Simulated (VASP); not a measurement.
# Si (P1) in VASP: single point with PBE

Aim: the single point of Si with PBE.

All numbers are computed with VASP 6.6.1; they aren't measurements. Logs are shortened: lines on timing, memory, paths and dates and some standing lists are left out, and cuts for length are marked.

### 1 The cell of the first run

The typed cell holds 8 atoms: a = 5.431 Å, b = 5.431 Å, c = 5.431 Å, α = 90.00°, β = 90.00°, γ = 90.00°.

### 2 Single point, PBE

File INCAR:

```
ALGO     = Normal         # electronic algorithm
EDIFF    = 1E-6           # SCF threshold, eV
ENCUT    = 520            # plane-wave cutoff, eV
GGA      = PE             # functional
ISIF     = 2              # what is computed and relaxed
ISMEAR   = 0              # smearing method
ISYM     = 0            
LASPH    = T              # aspherical terms in the spheres
LCHARG   = F              # write CHGCAR
LREAL    = F              # projectors in reciprocal space
LWAVE    = F              # write WAVECAR
NBANDS   = 26             # bands
NELM     = 60             # most SCF steps
PREC     = Accurate       # precision mode
SIGMA    = 0.01           # smearing width, eV
```

File KPOINTS:

```
Automatic mesh
0
Gamma
  1 1 1
  0.5 0.5 0.5
```

File POSCAR:

```
Si
1.0
    5.4310000000      0.0000000000      0.0000000000
    0.0000000000      5.4310000000      0.0000000000
    0.0000000000      0.0000000000      5.4310000000
Si
8
Direct
    0.0044190800      0.0026514500      0.0019885800
    0.2500000000      0.2500000000      0.2500000000
    0.0000000000      0.5000000000      0.5000000000
    0.2500000000      0.7500000000      0.7500000000
    0.5000000000      0.0000000000      0.5000000000
    0.7500000000      0.2500000000      0.7500000000
    0.5000000000      0.5000000000      0.0000000000
    0.7500000000      0.7500000000      0.2500000000
```

Potentials or basis: VASP PAW PBE potentials, release 64 (Si).

Started as:

```sh
> cat potpaw_PBE.64/Si/POTCAR > POTCAR
> mpirun -np 1 vasp_std > vasp.out
```

OUTCAR:

```text
EDIFF = 1E-6
   ENCUT = 520
   GGA = PE
   ISIF = 2
   ISMEAR = 0
   ISYM = 0
   LASPH = T
   LREAL = F
   NELM = 60
   PREC = Accurate

 ion  position               nearest neighbor table
   1  0.004  0.003  0.002-   2 2.32   4 2.35   6 2.36   8 2.37
   2  0.250  0.250  0.250-   1 2.32   3 2.35   5 2.35   7 2.35
   3  0.000  0.500  0.500-   2 2.35   4 2.35   6 2.35   8 2.35
   4  0.250  0.750  0.750-   3 2.35   5 2.35   7 2.35   1 2.35
   5  0.500  0.000  0.500-   2 2.35   4 2.35   6 2.35   8 2.35
   6  0.750  0.250  0.750-   3 2.35   5 2.35   7 2.35   1 2.36
   7  0.500  0.500  0.000-   2 2.35   4 2.35   6 2.35   8 2.35
   8  0.750  0.750  0.250-   3 2.35   5 2.35   7 2.35   1 2.37

IMPORTANT INFORMATION: All symmetrisations will be switched off!
NOSYMM: (Re-)initialisation of all symmetry stuff for point group C_1.

----------------------------------------------------------------------------------------

                                     Primitive cell

  volume of cell :     160.1915

  direct lattice vectors                    reciprocal lattice vectors
     5.431000000  0.000000000  0.000000000     0.184128153  0.000000000  0.000000000
     0.000000000  5.431000000  0.000000000     0.000000000  0.184128153  0.000000000
     0.000000000  0.000000000  5.431000000     0.000000000  0.000000000  0.184128153

  length of vectors
     5.431000000  5.431000000  5.431000000     0.184128153  0.184128153  0.184128153

  position of ions in fractional coordinates (direct lattice)
     0.004419080  0.002651450  0.001988580
     0.250000000  0.250000000  0.250000000
     0.000000000  0.500000000  0.500000000
     0.250000000  0.750000000  0.750000000
     0.500000000  0.000000000  0.500000000
     0.750000000  0.250000000  0.750000000
     0.500000000  0.500000000  0.000000000
     0.750000000  0.750000000  0.250000000

  ion indices of the primitive-cell ions
   primitive index   ion index
                 1           1
                 2           2
                 3           3
                 4           4
                 5           5
                 6           6
                 7           7
                 8           8

----------------------------------------------------------------------------------------
[... 47 lines left out ...]
   LREAL  =      F    real-space projection
   EDIFFG = 0.1E-04   stopping-criterion for IOM
   NSW    =      0    number of steps for IOM
   IBRION =     -1    ionic relax: 0-MD 1-quasi-New 2-CG
   NFREE  =      0    steps in history (QN), initial steepest desc. (CG)
   ISIF   =      2    stress and relaxation
   ISYM   =      0    0-nonsym 1-usesym 2-fastsym
   POTIM  = 0.5000    time-step for ionic-motion
   TEBEG  =    0.0;   TEEND  =   0.0 temperature during run
   PSTRESS=    0.0 pullay stress
   NELECT =      32.0000    total number of electrons
   NUPDOWN=      -1.0000    fix difference up-down
   EMIN   =  10.00;   EMAX   =-10.00  energy-range for DOS
   EFERMI =   0.00;   METHOD = LEGACY
   ISMEAR =     0;   SIGMA  =   0.01  broadening in eV -4-tet -1-fermi 0-gaus
   EFERMI_NEDOS =   21; number of points for ismear=-14 and -15
   IALGO  =     38    algorithm
   IMIX   =      4    mixing-type and parameters
     AMIX     =   0.40;   BMIX     =  1.00
     AMIX_MAG =   1.60;   BMIX_MAG =  1.00
  volume/ion in A,a.u.               =      20.02       135.13
  Fermi-wavevector in a.u.,A,eV,Ry     =   0.956999  1.808467 12.460868  0.915848
  Thomas-Fermi vector in A             =   2.085978
   LORBIT       =      0    0 simple, 1 ext, 2 COOP (PROOUT), +10 PAW based schemes
   GGA     = PE    functional components
   LHFCALC =     F    Hartree Fock is set to
   AEXX    =    0.0000 exact exchange contribution
   IVDW    =     0    specifies the selected vdW correction
   LEPSILON=     F    determine dielectric tensor
   LRPA    =     F    only Hartree local field effects (RPA)
 non-spin polarized calculation
 Gauss-broadening in eV      SIGMA  =   0.01
  energy-cutoff  :      520.00
  volume of cell :      160.19
 maximum number of plane-waves:      4272
 NGX is ok and might be reduce to    40
   NGX = 21   NGY = 21   NGZ = 21

 number of electron      32.0000003 magnetization

 Free energy of the ion-electron system (eV)
  ---------------------------------------------------
  ext. energy  EPLUGINS =         0.00000000
  ---------------------------------------------------
  free energy    TOTEN  =       -33.18530727 eV

  energy without entropy =      -33.18530727  energy(sigma->0) =      -33.18530727

 E-fermi :   4.9757     XC(G=0):  -9.2492

 val. band max:        4.9298184307   @ k =   0.5000   0.5000   0.5000
 cond. band min:       7.5867905276   @ k =   0.5000   0.5000   0.5000
 fundamental gap:      2.6569720969
 Fermi energy:         4.9757362842

 k-point     1 :       0.5000    0.5000    0.5000
  band No.  band energies     occupation
      1      -3.5905      2.00000
      2      -3.5559      2.00000
      3      -3.5487      2.00000
      4      -3.5318      2.00000
      5      -0.9638      2.00000
      6      -0.9298      2.00000
[... 18 lines left out ...]
     25       9.3254      0.00000
     26       9.3446      0.00000

------------------------ aborting loop because EDIFF is reached ----------------------------------------

  FORCE on cell =-STRESS in cart. coord.  units (eV):
  Direction    XX          YY          ZZ          XY          YZ          ZX
  --------------------------------------------------------------------------------------
  -------------------------------------------------------------------------------------
  Total        8.6444152      8.6492027      8.6503869      0.1270919      0.2673973      0.1645509
  in kB       86.4583200     86.5062029     86.5180464      1.2711268      2.6744116      1.6457792
  external PRESSURE =      86.4941898 kB  Pullay stress =       0.0000000 kB

 VOLUME and BASIS-vectors are now :
 -----------------------------------------------------------------------------
  energy-cutoff  :      520.00
  volume of cell :      160.19
      direct lattice vectors                 reciprocal lattice vectors
     5.431000000  0.000000000  0.000000000     0.184128153  0.000000000  0.000000000
     0.000000000  5.431000000  0.000000000     0.000000000  0.184128153  0.000000000
     0.000000000  0.000000000  5.431000000     0.000000000  0.000000000  0.184128153

 POSITION                                       TOTAL-FORCE (eV/Angst)
 -----------------------------------------------------------------------------------
      0.02400      0.01440      0.01080        -0.353026     -0.217148     -0.167590
      1.35775      1.35775      1.35775         0.148632      0.123184      0.113681
      0.00000      2.71550      2.71550        -0.084575      0.006282      0.004492
      1.35775      4.07325      4.07325         0.063285      0.042169      0.032418
      2.71550      0.00000      2.71550         0.010855     -0.050709      0.004483
      4.07325      1.35775      4.07325         0.096963      0.009394      0.060738
      2.71550      2.71550      0.00000         0.010852      0.006271     -0.038007
      4.07325      4.07325      1.35775         0.107014      0.080557     -0.010215
 -----------------------------------------------------------------------------------
    total drift:                               -0.000009     -0.000048     -0.000035

  FREE ENERGIE OF THE ION-ELECTRON SYSTEM (eV)
  ---------------------------------------------------
  free  energy   TOTEN  =       -33.1853072697 eV

  energy  without entropy=      -33.1853072697  energy(sigma->0) =      -33.18530727
```

OSZICAR:

```text
N       E                     dE             d eps       ncg     rms          rms(c)
DAV:   1     0.733182956525E+02    0.73318E+02   -0.11631E+04    52   0.993E+02
DAV:   2    -0.290171457129E+02   -0.10234E+03   -0.84822E+02    72   0.144E+02
DAV:   3    -0.344911782545E+02   -0.54740E+01   -0.53705E+01    68   0.306E+01
DAV:   4    -0.346132507297E+02   -0.12207E+00   -0.12206E+00    54   0.538E+00
DAV:   5    -0.346193616064E+02   -0.61109E-02   -0.61104E-02    80   0.956E-01    0.112E+01
DAV:   6    -0.336123333300E+02    0.10070E+01   -0.47128E-01    52   0.263E+00    0.700E+00
DAV:   7    -0.331671578684E+02    0.44518E+00   -0.10453E+00    52   0.411E+00    0.603E-01
DAV:   8    -0.331816705070E+02   -0.14513E-01   -0.46513E-02    56   0.938E-01    0.142E-01
DAV:   9    -0.331846665786E+02   -0.29961E-02   -0.32620E-03    70   0.261E-01    0.119E-01
DAV:  10    -0.331852381216E+02   -0.57154E-03   -0.46597E-04    64   0.951E-02    0.471E-02
DAV:  11    -0.331853038961E+02   -0.65775E-04   -0.76017E-05    68   0.389E-02    0.150E-02
DAV:  12    -0.331853066034E+02   -0.27073E-05   -0.37004E-06    48   0.919E-03    0.739E-03
DAV:  13    -0.331853072697E+02   -0.66634E-06   -0.63409E-07    54   0.420E-03
   1 F= -.33185307E+02 E0= -.33185307E+02  d E =-.393139E-11
```

stdout:

```text
POSCAR found type information on POSCAR Si
 POSCAR found :  1 types and       8 ions
 scaLAPACK will be used
 LDA part: xc-table for (Slater+PW92), standard interpolation
 POSCAR, INCAR and KPOINTS ok, starting setup
 FFT: planning ... GRIDC
 FFT: planning ... GRID_SOFT
 FFT: planning ... GRID
 WAVECAR not read
 entering main loop
```

Run time: 13 s. Hardware: 1 thread of Intel Xeon Platinum 8375C at 2.90GHz (Ice Lake), shared host; peak memory 0.22 GiB.

Results:

- Free energy: -33.1853 eV
- Pressure: 8.6 GPa
- Largest force: 0.447 eV/Å
- Band gap on the k mesh: 2.66 eV

Forces on the atoms (eV/Å):
```
Si  -0.353 -0.217 -0.168
Si   0.149  0.123  0.114
Si  -0.085  0.006  0.004
Si   0.063  0.042  0.032
Si   0.011 -0.051  0.004
Si   0.097  0.009  0.061
Si   0.011  0.006 -0.038
Si   0.107  0.081 -0.010
```

Stress tensor (GPa, compression positive):
```
8.65 0.13 0.16
0.13 8.65 0.27
0.16 0.27 8.65
```

Levels at points of the mesh, in eV from the valence-band top:
```tsv
k point	band 12	band 13	band 14	band 15	band 16	band 17	band 18	band 19	band 20	band 21
(0.50, 0.50, 0.50)	-0.06	-0.05	-0.04	-0.02	0.00	2.66	2.66	2.66	2.67	4.34
```

Caveat: the k points lie up to 1.16 Å⁻¹ apart. A k mesh can miss the band edges.
